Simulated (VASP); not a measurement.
A run of VASP 6.6.1:

The input INCAR:

```
SYSTEM = Mg7MnS8
PREC = Accurate ; ENCUT = 520
EDIFF = 1E-6 ; ISMEAR = 0
SIGMA = 0.05 ; LREAL = Auto
LASPH = .True. ; NELM = 150
ALGO = Normal ; ISIF = 2
LWAVE = .False. ; LCHARG = .False.
ISPIN = 2 ; MAGMOM = 5 0 0 0 0 0 0 0 0 0 0 0 0 0 0 0
LORBIT = 11 ; LMAXMIX = 4
LDAU = .True. ; LDAUTYPE = 2
LDAUL = 2 -1 -1 ; LDAUU = 3.5 0 0
LDAUJ = 0 0 0 ; LDAUPRINT = 1
GGA = PS ; NBANDS = 56
```

Contents of KPOINTS:

```
regular mesh
0
Gamma
  3 3 3
  0 0 0
```

Contents of POSCAR:

```
Mg7MnS8
1.0
    0.0000000000      5.2033000000      5.2033000000
    5.2033000000      0.0000000000      5.2033000000
    5.2033000000      5.2033000000      0.0000000000
Mn Mg S
1 7 8
Direct
    0.0000000000      0.0000000000      0.0000000000
    0.0000000000      0.0000000000      0.5000000000
    0.0000000000      0.5000000000      0.0000000000
    0.0000000000      0.5000000000      0.5000000000
    0.5000000000      0.0000000000      0.0000000000
    0.5000000000      0.0000000000      0.5000000000
    0.5000000000      0.5000000000      0.0000000000
    0.5000000000      0.5000000000      0.5000000000
    0.2500000000      0.2500000000      0.2500000000
    0.2500000000      0.2500000000      0.7500000000
    0.2500000000      0.7500000000      0.2500000000
    0.2500000000      0.7500000000      0.7500000000
    0.7500000000      0.2500000000      0.2500000000
    0.7500000000      0.2500000000      0.7500000000
    0.7500000000      0.7500000000      0.2500000000
    0.7500000000      0.7500000000      0.7500000000
```

Potentials or basis: VASP PAW PBE potentials, release 64 (Mn_pv, Mg, S).

Launch:

```sh
$ cat potpaw_PBE.64/Mn_pv/POTCAR potpaw_PBE.64/Mg/POTCAR potpaw_PBE.64/S/POTCAR > POTCAR
$ mpirun -np 1 vasp_std > vasp.out
```

Hardware: 1 thread of AMD EPYC 7R43 64-Core Processor (Zen 3), on a shared host.

**Question.** How long does it take, and how much memory?

**Answer.** It took 5.6 min on 1 thread of AMD EPYC 7R43 64-Core Processor (Zen 3), with other jobs on the host, peak memory 0.54 GiB. Counts: scf iterations 15, k points 4.
